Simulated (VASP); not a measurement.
Set up this calculation in VASP 6.6.1, as the native input.

```
Task                   : single point
Functional             : PBE
Dispersion             : D3(BJ)
Potentials or basis    : VASP PAW PBE potentials, release 64 (Br)
Cutoff                 : 520 eV
k mesh                 : 6 × 6 × 4
Occupations            : gaussian, width 0.1 eV
Spin                   : no spin polarisation
Dipole correction      : no
Further INCAR settings : ALGO = Normal; EDIFF = 1e-06; NBANDS = 22
```

The structure of Br lies in POSCAR:

```
Br
1.0
    3.4568329613     -2.1102632430      0.0000000000
    3.4568329613      2.1102632430      0.0000000000
    0.0000000000      0.0000000000      8.4582120934
Br
4
Direct
    0.8443000239      0.1556999761      0.1187085448
    0.6556999761      0.3443000239      0.6187085448
    0.1556999761      0.8443000239      0.8812914552
    0.3443000239      0.6556999761      0.3812914552
```

These files were run (other wordings do the same):

INCAR

```
SYSTEM = Br
PREC     = Accurate       ! precision mode
ENCUT    = 520            ! plane-wave cutoff, eV
EDIFF    = 1E-6           ! SCF threshold, eV
ISMEAR   = 0              ! smearing method
SIGMA    = 0.1            ! smearing width, eV
LREAL    = .False.        ! projectors in reciprocal space
LASPH    = .True.         ! aspherical terms in the spheres
NELM     = 100            ! most SCF steps
ALGO     = Normal         ! electronic algorithm
ISIF     = 2              ! what is computed and relaxed
LWAVE    = .False.        ! write WAVECAR
LCHARG   = .False.        ! write CHGCAR
GGA      = PE             ! functional
IVDW     = 12             ! dispersion correction
NBANDS   = 22             ! bands
```

KPOINTS

```
regular mesh
0
Gamma
  6 6 4
  0 0 0
```

Potentials or basis: VASP PAW PBE potentials, release 64 (Br).

Command:

```console
$ cat potpaw_PBE.64/Br/POTCAR > POTCAR
$ mpirun -np 1 vasp_std > vasp.out
```

It gave:

```yaml
Pressure: 0.0 GPa
Largest_force: 0.042 eV/Å
Band_gap_on_the_k_mesh: 1.37 eV (least direct gap 1.52 eV)
Dispersion_energy_per_atom: -0.234 eV
```

Wall time 100 s on 1 thread of Oxide Virtual Turin-like Processor (shared host), peak memory 0.23 GiB.
